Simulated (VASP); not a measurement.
# ZnSe (P4/nmm) in VASP: a series of runs

ZnSe is run at these levels: PBE+D3(BJ); tasks: single point.

Everything below comes from runs of VASP 6.6.1. Logs are shortened: lines on timing, memory, paths and dates and some standing lists are left out, and cuts for length are marked.

**1. The cell of the first run**

It takes space group P4/nmm (No. 129, tetragonal). The conventional cell has a = 4.336 Å, b = 4.336 Å, c = 5.447 Å, α = 90.00°, β = 90.00°, γ = 90.00°. Within 3.4 Å of Zn (site symmetry -4m2) lie 4 Se at 2.55 Å and 4 Zn at 3.07 Å. Se (site symmetry 4mm) has 4 Zn at 2.55 Å within 3.4 Å.

**2. Single point, PBE+D3(BJ)**

INCAR

```
SYSTEM = ZnSe
PREC = Accurate
ENCUT = 520
EDIFF = 1E-6
ISMEAR = 0
SIGMA = 0.05
LREAL = .FALSE.
LASPH = .TRUE.
NELM = 60
ALGO = Normal
ISIF = 2
LWAVE = .FALSE.
LCHARG = .FALSE.
GGA = PE
IVDW = 12
NBANDS = 26
```

KPOINTS

```
Automatic mesh
0
G
  8 8 6
  0 0 0
```

POSCAR

```
ZnSe
1.0
    4.3363662358      0.0000000000      0.0000000000
    0.0000000000      4.3363662358      0.0000000000
    0.0000000000      0.0000000000      5.4470289380
Zn Se
2 2
Direct
    0.0000000000      0.0000000000      0.0000000000
    0.5000000000      0.5000000000      0.0000000000
    0.0000000000      0.5000000000      0.2462800000
    0.5000000000      0.0000000000      0.7537200000
```

Potentials or basis: VASP PAW PBE potentials, release 64 (Zn, Se).

The run is started by

```bash
cat potpaw_PBE.64/Zn/POTCAR potpaw_PBE.64/Se/POTCAR > POTCAR
mpirun -np 1 vasp_std > vasp.out
```

OUTCAR:

```text
SYSTEM = ZnSe
   PREC = Accurate
   ENCUT = 520
   EDIFF = 1E-6
   ISMEAR = 0
   LREAL = .FALSE.
   LASPH = .TRUE.
   NELM = 60
   ISIF = 2
   GGA = PE
   IVDW = 12
 IVDW          = 12

 ion  position               nearest neighbor table
   1  0.000  0.000  0.000-   3 2.55   4 2.55   3 2.55   4 2.55
   2  0.500  0.500  0.000-   3 2.55   4 2.55   4 2.55   3 2.55
   3  0.000  0.500  0.246-   1 2.55   2 2.55   1 2.55   2 2.55
   4  0.500  0.000  0.754-   1 2.55   2 2.55   2 2.55   1 2.55

  LATTYP: Found a simple tetragonal cell.
 ALAT       =     4.3363662358
 C/A-ratio  =     1.2561275136

  Lattice vectors:

 A1 = (   4.3363662358,   0.0000000000,   0.0000000000)
 A2 = (   0.0000000000,   4.3363662358,   0.0000000000)
 A3 = (   0.0000000000,   0.0000000000,   5.4470289380)

Analysis of symmetry for initial positions (statically):
=====================================================================
 Subroutine PRICEL returns:
 Original cell was already a primitive cell.

 Routine SETGRP: Setting up the symmetry group for a
 simple tetragonal supercell.

 Subroutine GETGRP returns: Found 16 space group operations
 (whereof  8 operations were pure point group operations)
 out of a pool of 16 trial point group operations.

The static configuration has the point symmetry D_2d.
 The point group associated with its full space group is D_4h.

Analysis of symmetry for dynamics (positions and initial velocities):
=====================================================================
 Subroutine PRICEL returns:
 Original cell was already a primitive cell.

 Routine SETGRP: Setting up the symmetry group for a
 simple tetragonal supercell.

 Subroutine GETGRP returns: Found 16 space group operations
 (whereof  8 operations were pure point group operations)
 out of a pool of 16 trial point group operations.

The dynamic configuration has the point symmetry D_2d.
 The point group associated with its full space group is D_4h.

 Subroutine INISYM returns: Found 16 space group operations
 (whereof  8 operations are pure point group operations),
 and found     1 'primitive' translations

----------------------------------------------------------------------------------------

                                     Primitive cell

  volume of cell :     102.4263

  direct lattice vectors                    reciprocal lattice vectors
     4.336366236  0.000000000  0.000000000     0.230607828  0.000000000  0.000000000
     0.000000000  4.336366236  0.000000000     0.000000000  0.230607828  0.000000000
     0.000000000  0.000000000  5.447028938     0.000000000  0.000000000  0.183586320

  length of vectors
     4.336366236  4.336366236  5.447028938     0.230607828  0.230607828  0.183586320

  position of ions in fractional coordinates (direct lattice)
     0.000000000  0.000000000  0.000000000
     0.500000000  0.500000000  0.000000000
     0.000000000  0.500000000  0.246280000
     0.500000000  0.000000000  0.753720000

  ion indices of the primitive-cell ions
   primitive index   ion index
                 1           1
                 2           2
                 3           3
                 4           4

----------------------------------------------------------------------------------------

 KPOINTS: Automatic mesh

Automatic generation of k-mesh.
 Grid dimensions read from file:
 generate k-points for:    8    8    6

 Generating k-lattice:

  Cartesian coordinates                     Fractional coordinates (reciprocal lattice)
     0.028825979  0.000000000  0.000000000     0.125000000  0.000000000  0.000000000
     0.000000000  0.028825979  0.000000000     0.000000000  0.125000000  0.000000000
     0.000000000  0.000000000  0.030597720     0.000000000  0.000000000  0.166666667

  Length of vectors
     0.028825979  0.028825979  0.030597720

  Shift w.r.t. Gamma in fractional coordinates (k-lattice)
     0.000000000  0.000000000  0.000000000

 Subroutine IBZKPT returns following result:
 ===========================================

 Found     60 irreducible k-points:

 Following reciprocal coordinates:
            Coordinates               Weight
  0.000000  0.000000  0.000000      1.000000
  0.125000  0.000000  0.000000      4.000000
  0.250000  0.000000  0.000000      4.000000
  0.375000  0.000000  0.000000      4.000000
  0.500000  0.000000  0.000000      2.000000
  0.125000  0.125000  0.000000      4.000000
[... 16 lines left out ...]
  0.375000  0.125000  0.166667     16.000000
  0.500000  0.125000  0.166667      8.000000
 [... further k-points ...]
   k-points           NKPTS =     60   k-points in BZ     NKDIM =     60   number of bands    NBANDS=     26
   number of dos      NEDOS =    301   number of ions     NIONS =      4
   total plane-waves  NPLWV =  43008
   dimension x,y,z NGX =    32 NGY =   32 NGZ =   42
   dimension x,y,z NGXF=    64 NGYF=   64 NGZF=   84
   ions per type =               2   2
   NGX,Y,Z   is equivalent  to a cutoff of  12.27, 12.27, 12.82 a.u.
   NGXF,Y,Z  is equivalent  to a cutoff of  24.54, 24.54, 25.64 a.u.
 SYSTEM =  ZnSe
   PREC   = accura    normal or accurate (medium, high low for compatibility)
   ISTART =      0    job   : 0-new  1-cont  2-samecut
   ICHARG =      2    charge: 1-file 2-atom 10-const
   ISPIN  =      1    spin polarized calculation?
   LNONCOLLINEAR =      F non collinear calculations
   LSORBIT =      F    spin-orbit coupling
   LASPH  =      T    aspherical Exc in radial PAW
   ENCUT  =  520.0 eV  38.22 Ry    6.18 a.u.   8.06  8.06 10.13*2*pi/ulx,y,z
   NELM   =     60;   NELMIN=  2; NELMDL= -5     # of ELM steps
   EDIFF  = 0.1E-05   stopping-criterion for ELM
   LREAL  =      F    real-space projection
   EDIFFG = 0.1E-04   stopping-criterion for IOM
   NSW    =      0    number of steps for IOM
   IBRION =     -1    ionic relax: 0-MD 1-quasi-New 2-CG
   NFREE  =      0    steps in history (QN), initial steepest desc. (CG)
   ISIF   =      2    stress and relaxation
   ISYM   =      2    0-nonsym 1-usesym 2-fastsym
   POTIM  = 0.5000    time-step for ionic-motion
   TEBEG  =    0.0;   TEEND  =   0.0 temperature during run
   PSTRESS=    0.0 pullay stress
   NELECT =      36.0000    total number of electrons
   NUPDOWN=      -1.0000    fix difference up-down
   EMIN   =  10.00;   EMAX   =-10.00  energy-range for DOS
   EFERMI =   0.00;   METHOD = LEGACY
   ISMEAR =     0;   SIGMA  =   0.05  broadening in eV -4-tet -1-fermi 0-gaus
   EFERMI_NEDOS =   21; number of points for ismear=-14 and -15
   IALGO  =     38    algorithm
   IMIX   =      4    mixing-type and parameters
     AMIX     =   0.40;   BMIX     =  1.00
     AMIX_MAG =   1.60;   BMIX_MAG =  1.00
  volume/ion in A,a.u.               =      25.61       172.80
  Fermi-wavevector in a.u.,A,eV,Ry     =   1.155328  2.183253 18.160809  1.334782
  Thomas-Fermi vector in A             =   2.291957
   LORBIT       =      0    0 simple, 1 ext, 2 COOP (PROOUT), +10 PAW based schemes
   GGA     = PE    functional components
   LHFCALC =     F    Hartree Fock is set to
   AEXX    =    0.0000 exact exchange contribution
   IVDW    =    12    specifies the selected vdW correction
   LEPSILON=     F    determine dielectric tensor
   LRPA    =     F    only Hartree local field effects (RPA)
 non-spin polarized calculation
 Gauss-broadening in eV      SIGMA  =   0.05
  energy-cutoff  :      520.00
  volume of cell :      102.43
 maximum number of plane-waves:      2788
   NGX = 17   NGY = 17   NGZ = 21

 number of electron      36.0000000 magnetization

 Free energy of the ion-electron system (eV)
  ---------------------------------------------------
  ext. energy  EPLUGINS =         0.00000000
  ---------------------------------------------------
  free energy    TOTEN  =       -11.29661209 eV

  energy without entropy =      -11.29661209  energy(sigma->0) =      -11.29661209

 E-fermi :   1.2131     XC(G=0):  -8.7272

 val. band max:        0.9384673398   @ k =   0.0000   0.0000   0.0000
 cond. band min:       1.7046367618   @ k =   0.0000   0.0000   0.0000
 fundamental gap:      0.7661694220
 Fermi energy:         1.2131163874

 k-point     1 :       0.0000    0.0000    0.0000
  band No.  band energies     occupation
      1     -12.1036      2.00000
      2     -11.1021      2.00000
      3      -5.8749      2.00000
      4      -5.8711      2.00000
      5      -5.8711      2.00000
      6      -5.8654      2.00000
[... 18 lines left out ...]
     25      10.3721      0.00000
     26      10.3721      0.00000

 k-point     2 :       0.1250    0.0000    0.0000
  band No.  band energies     occupation
      1     -12.0472      2.00000
      2     -11.1135      2.00000
      3      -5.8918      2.00000
      4      -5.8745      2.00000
      5      -5.8273      2.00000
      6      -5.8272      2.00000
[... 18 lines left out ...]
     25       9.1465      0.00000
     26       9.3978      0.00000

 k-point     3 :       0.2500    0.0000    0.0000
  band No.  band energies     occupation
      1     -11.8908      2.00000
      2     -11.1597      2.00000
      3      -5.8799      2.00000
      4      -5.8360      2.00000
      5      -5.7612      2.00000
      6      -5.7597      2.00000
[... 18 lines left out ...]
     25       8.1644      0.00000
     26       8.8262      0.00000

 k-point     4 :       0.3750    0.0000    0.0000
  band No.  band energies     occupation
      1     -11.6716      2.00000
      2     -11.2663      2.00000
      3      -5.8379      2.00000
      4      -5.7374      2.00000
      5      -5.7018      2.00000
      6      -5.6996      2.00000
[... 18 lines left out ...]
     25       8.0467      0.00000
     26       8.5739      0.00000

 k-point     5 :       0.5000    0.0000    0.0000
  band No.  band energies     occupation
      1     -11.4453      2.00000
      2     -11.4453      2.00000
      3      -5.7727      2.00000
      4      -5.7727      2.00000
      5      -5.6565      2.00000
      6      -5.6565      2.00000
[... 18 lines left out ...]
     25       8.3242      0.00000
     26       8.3242      0.00000

 k-point     6 :       0.1250    0.1250    0.0000
  band No.  band energies     occupation
      1     -11.9925      2.00000
      2     -11.1217      2.00000
      3      -5.9258      2.00000
      4      -5.8294      2.00000
      5      -5.8066      2.00000
      6      -5.8017      2.00000
[... 427 lines left out ...]
 k-point    21 :       0.1250    0.1250    0.1667
  band No.  band energies     occupation
      1     -11.9576      2.00000
      2     -11.1603      2.00000
      3      -5.9286      2.00000
      4      -5.8327      2.00000
      5      -5.8059      2.00000
      6      -5.7979      2.00000
[... 18 lines left out ...]
     25       7.7148      0.00000
     26      10.3787      0.00000

 k-point    22 :       0.2500    0.1250    0.1667
  band No.  band energies     occupation
      1     -11.8116      2.00000
      2     -11.1868      2.00000
      3      -5.9346      2.00000
      4      -5.7870      2.00000
      5      -5.7610      2.00000
      6      -5.7387      2.00000
[... 18 lines left out ...]
     25       7.5059      0.00000
     26       9.8014      0.00000

 k-point    23 :       0.3750    0.1250    0.1667
  band No.  band energies     occupation
      1     -11.6111      2.00000
      2     -11.2645      2.00000
      3      -5.8923      2.00000
      4      -5.7411      2.00000
      5      -5.7182      2.00000
      6      -5.6777      2.00000
[... 18 lines left out ...]
     25       8.1248      0.00000
     26       9.3448      0.00000

 k-point    24 :       0.5000    0.1250    0.1667
  band No.  band energies     occupation
      1     -11.4118      2.00000
      2     -11.4118      2.00000
      3      -5.8082      2.00000
      4      -5.8082      2.00000
      5      -5.6649      2.00000
      6      -5.6649      2.00000
[... 18 lines left out ...]
     25       9.2287      0.00000
     26       9.2287      0.00000

 [... further k-points ...]

------------------------ aborting loop because EDIFF is reached ----------------------------------------

 Edisp (eV)   -1.11370

 E8    (eV) :    -0.4597

  FORCE on cell =-STRESS in cart. coord.  units (eV):
  Direction    XX          YY          ZZ          XY          YZ          ZX
  --------------------------------------------------------------------------------------
  -------------------------------------------------------------------------------------
  Total      -2.54772    -2.54772    -0.40953     0.00000     0.00000     0.00000
  in kB     -39.85203   -39.85203    -6.40596     0.00000     0.00000     0.00000
  external pressure =      -28.70 kB  Pullay stress =        0.00 kB

 VOLUME and BASIS-vectors are now :
 -----------------------------------------------------------------------------
  energy-cutoff  :      520.00
  volume of cell :      102.43
      direct lattice vectors                 reciprocal lattice vectors
     4.336366236  0.000000000  0.000000000     0.230607828  0.000000000  0.000000000
     0.000000000  4.336366236  0.000000000     0.000000000  0.230607828  0.000000000
     0.000000000  0.000000000  5.447028938     0.000000000  0.000000000  0.183586320

 POSITION                                       TOTAL-FORCE (eV/Angst)
 -----------------------------------------------------------------------------------
      0.00000      0.00000      0.00000        -0.000000      0.000000     -0.000000
      2.16818      2.16818      0.00000         0.000000     -0.000000     -0.000000
      0.00000      2.16818      1.34149        -0.000000      0.000000      0.270401
      2.16818      0.00000      4.10553        -0.000000     -0.000000     -0.270401
 -----------------------------------------------------------------------------------
    total drift:                                0.000000     -0.000000     -0.000000

  FREE ENERGIE OF THE ION-ELECTRON SYSTEM (eV)
  ---------------------------------------------------
  free  energy   TOTEN  =       -12.4103137649 eV

  energy  without entropy=      -12.4103137649  energy(sigma->0) =      -12.41031376
```

Wall time 86 s (1 thread of AMD EPYC 7R43 (Zen 3), shared host); peak memory 0.25 GiB.

Results:

- Free energy: -12.4103 eV
- Pressure: -2.9 GPa
- Largest force: 0.270 eV/Å
- Band gap on the k mesh: 0.77 eV
- Dispersion energy per atom: -0.278 eV

Forces on the atoms (eV/Å):
```
Zn   0.000  0.000  0.000
Zn   0.000  0.000  0.000
Se   0.000  0.000  0.270
Se   0.000  0.000 -0.270
```

Caveat: semilocal functionals underestimate gaps, and a narrow one can read as zero. A k mesh can miss the band edges.

(Continued in part 2 of 2.)
